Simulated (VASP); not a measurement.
The system is AlRu.

```xyz
32
Lattice="0.0000 6.0069 6.0069 6.0069 0.0000 6.0069 6.0069 6.0069 0.0000" Properties=species:S:1:pos:R:3 pbc="T T T"
Al    0.0000    0.0000    0.0000
Al    3.0034    3.0034    3.0034
Al    3.0034    3.0034    0.0000
Al    6.0069    6.0069    3.0034
Al    3.0034    0.0000    3.0034
Al    6.0069    3.0034    6.0069
Al    6.0069    3.0034    3.0034
Al    9.0103    6.0069    6.0069
Al    0.0000    3.0034    3.0034
Al    3.0034    6.0069    6.0069
Al    3.0034    6.0069    3.0034
Al    6.0069    9.0103    6.0069
Al    3.0034    3.0034    6.0069
Al    6.0069    6.0069    9.0103
Al    6.0069    6.0069    6.0069
Al    9.0103    9.0103    9.0103
Ru    1.5017    1.5017    1.5017
Ru    4.5052    4.5052    4.5052
Ru    4.5052    4.5052    1.5017
Ru    7.5086    7.5086    4.5052
Ru    4.5052    1.5017    4.5052
Ru    7.5086    4.5052    7.5086
Ru    7.5086    4.5052    4.5052
Ru   10.5120    7.5086    7.5086
Ru    1.5017    4.5052    4.5052
Ru    4.5052    7.5086    7.5086
Ru    4.5052    7.5086    4.5052
Ru    7.5086   10.5120    7.5086
Ru    4.5052    4.5052    7.5086
Ru    7.5086    7.5086   10.5120
Ru    7.5086    7.5086    7.5086
Ru   10.5120   10.5120   10.5120
```

Base run:

| Item | Value |
| --- | --- |
| Program | VASP 6.6.1 |
| Functional | PBE |
| Potentials or basis | VASP PAW PBE potentials, release 64 (Al, Ru_pv) |
| Cutoff | 520 eV |
| k mesh | 4 × 4 × 4 |
| Occupations | methfessel-paxton, width 0.1 eV |
| Spin | no spin polarisation |

Its results: band gap on the k mesh zero (bands 136 and 137 overlap by 0.52 eV); pressure 0.0 GPa.

The run is repeated on the same cell with these changes: functional from PBE to r2SCAN; k mesh from 4 × 4 × 4 to 2 × 2 × 2. What comes out?

Band gap on the k mesh zero (bands 136 and 137 overlap by 0.54 eV); pressure -4.7 GPa.

Several settings changed at once.

Caveats: some runs use coarse meshes; the PAW data sets were made with another functional, which shifts forces and pressure a little (at least some runs).
